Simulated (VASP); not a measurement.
Set up this calculation in VASP 6.6.1, as the native input.

```yaml
Task: single point
Functional: r2SCAN
Potentials_or_basis: VASP PAW PBE potentials, release 64 (B, N)
Cutoff: 520 eV
k_mesh: 12 × 12 × 4
Occupations: gaussian, width 0.05 eV
Spin: no spin polarisation
Dipole_correction: no
Further_INCAR_settings: ALGO = Normal; EDIFF = 1e-07; NBANDS = 16
```

Crystal: BN.

```
B N
1.0
     2.50098    0.00000    0.00000
    -1.25049    2.16591    0.00000
     0.00000    0.00000    6.87416
B N
2 2
Direct
  0.28874 0.63402 0.25000
  0.62207 0.30069 0.75000
  0.33333 0.66667 0.75000
  0.66667 0.33333 0.25000
```

This cell differs from its parent crystal: all B atoms moved -0.100 Å, as atom 1 along Cartesian [1 1 0].

These files were run (other wordings do the same):

POSCAR

```
BN
1.0
    2.5009753125      0.0000000000      0.0000000000
   -1.2504876563      2.1659081548      0.0000000000
    0.0000000000      0.0000000000      6.8741616654
B N
2 2
Direct
    0.2887365288      0.6340195399      0.2500000000
    0.6220698621      0.3006862066      0.7500000000
    0.3333333333      0.6666666667      0.7500000000
    0.6666666667      0.3333333333      0.2500000000
```

INCAR.step1

```
PREC = Accurate
ENCUT = 520
ISMEAR = 0
SIGMA = 0.05
LREAL = False
LASPH = True
NELM = 80
NBANDS = 16
GGA = PE
ALGO = Normal
EDIFF = 1E-4
LWAVE = True
LCHARG = False
```

INCAR.step2

```
PREC = Accurate
ENCUT = 520
EDIFF = 1E-7
ISMEAR = 0
SIGMA = 0.05
LREAL = False
LASPH = True
NELM = 80
ALGO = Normal
ISIF = 2
LWAVE = False
LCHARG = True
METAGGA = R2SCAN
LMIXTAU = True
LELF = True
LVHAR = True
NBANDS = 16
ISTART = 1
```

KPOINTS

```
Automatic mesh
0
Gamma
  12 12 4
```

Potentials or basis: VASP PAW PBE potentials, release 64 (B, N).

The run is started by

```sh
$ cat potpaw_PBE.64/B/POTCAR potpaw_PBE.64/N/POTCAR > POTCAR
$ cp INCAR.step1 INCAR
$ mpirun -np 1 vasp_std > vasp.out
$ cp INCAR.step2 INCAR
$ mpirun -np 1 vasp_std > vasp.out
```

Results of the run:

The pressure is 4.1 GPa and the largest force is 4.716 eV/Å. The band gap on the k mesh is 4.74 eV (least direct gap 5.13 eV).

Caveat: the cell differs from its parent crystal (all B atoms moved -0.100 Å, as atom 1 along Cartesian [1 1 0]); the cell stands under pressure; the PAW data sets were made with another functional, which shifts forces and pressure a little.

It took 9.4 min on 1 thread of Intel(R) Xeon(R) Platinum 8259CL CPU @ 2.50GHz (Skylake/Cascade Lake), on a shared host, peak memory 0.24 GiB.
